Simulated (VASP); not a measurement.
Here is a VASP 6.6.1 calculation.

The input INCAR:

```
ALGO = Normal ; EDIFF = 1E-6
ENCUT = 520 ; GGA = PE
ISIF = 2 ; ISMEAR = 0
LASPH = T ; LCHARG = F
LREAL = F ; LWAVE = F
NBANDS = 18 ; NELM = 100
PREC = Accurate ; SIGMA = 0.15
```

File KPOINTS:

```
k-points
0
Gamma
  18 18 18
```

POSCAR

```
Si2W
1.0
   -1.5919705135      1.5919705135      4.0464706513
    1.5919705135     -1.5919705135      4.0464706513
    1.5919705135      1.5919705135     -4.0464706513
Si W
2 1
Direct
    0.3663500835      0.3663500835      0.0000000000
    0.6336499165      0.6336499165      0.0000000000
    0.0000000000      0.0000000000      0.0000000000
```

Potentials or basis: VASP PAW PBE potentials, release 64 (Si, W_sv).

Launch:

```sh
$ cat potpaw_PBE.64/Si/POTCAR potpaw_PBE.64/W_sv/POTCAR > POTCAR
$ mpirun -np 1 vasp_std > vasp.out
```

**Question.** What does it give for the band gap on the k mesh?

**Answer.** Zero (band 11 reaches 11.55 eV, above the bottom of band 12 at 11.38 eV).

**Question.** Estimate the largest force.

**Answer.** 6.700 eV/Å.

**Question.** Predict the pressure.

**Answer.** 19.5 GPa.

Forces in eV/Å, atoms in the order of the input:
```
Si   0.000  0.000 -6.700
Si   0.000  0.000  6.700
W    0.000  0.000  0.000
```

Caveat: spin-orbit coupling is left out, which moves the levels of the heavy elements; forces of over 1 eV/Å act on the atoms, so gaps and moduli don't describe the material at rest.
